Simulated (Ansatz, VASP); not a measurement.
## One calculation of GaN, two programs

File INCAR:

```
PREC = Accurate
ENCUT = 520
EDIFF = 1E-6
ISMEAR = -1
SIGMA = 0.1
LREAL = False
LASPH = True
NELM = 100
ALGO = Normal
ISIF = 2
LWAVE = False
LCHARG = False
GGA = PE
NBANDS = 16
```

File KPOINTS:

```
regular mesh
0
Gamma
  15 15 15
```

File POSCAR:

```
GaN
1.0
    0.0000000000      2.0907555722      2.0907555722
    2.0907555722      0.0000000000      2.0907555722
    2.0907555722      2.0907555722      0.0000000000
Ga N
1 1
Direct
    0.0000000000      0.0000000000      0.0000000000
    0.5000000000      0.5000000000      0.5000000000
```

Input for Ansatz:

```yaml
crystal:
  lattice:
    - [0.0, 2.0907555722, 2.0907555722]
    - [2.0907555722, 0.0, 2.0907555722]
    - [2.0907555722, 2.0907555722, 0.0]
  atoms:
    - { symbol: Ga, position: [0.0, 0.0, 0.0] }
    - { symbol: "N", position: [0.5, 0.5, 0.5] }
kpoints:
  mp_grid: { grid: [15, 15, 15] }
scf:
  occupations: { method: fermi_dirac, width: 0.1 }
hamiltonian:
  xc: pbe
  pseudopotentials: { kind: paw }
output:
  forces: true
  stress: true
  eigenvalues: true
  populations: true
```

Change from the starting cell: volume scaled by 0.94, PAW files.

Alike in both runs: task single point; functional PBE; k mesh 15 × 15 × 15; occupations fermi-dirac, width 0.1 eV; no spin polarisation.

|  | VASP | Ansatz |
| --- | --- | --- |
| version | VASP 6.6.1 | Ansatz 0.2.0 |
| potentials or method | VASP PAW PBE potentials, release 64 (Ga_d, N) | PAW with Ansatz's default frozen-core files, scalar-relativistic |
| plane-wave cutoff (eV) | 520 | 420 |
| valence electrons in the cell | 18 | 18 |

VASP gave:

- pressure (GPa): 15.8

Problem. What did Ansatz give for the same quantities?

Solution. Pressure (GPa): 14.9.

The functional is the same, so the differences come from potentials, cutoffs and numerics.
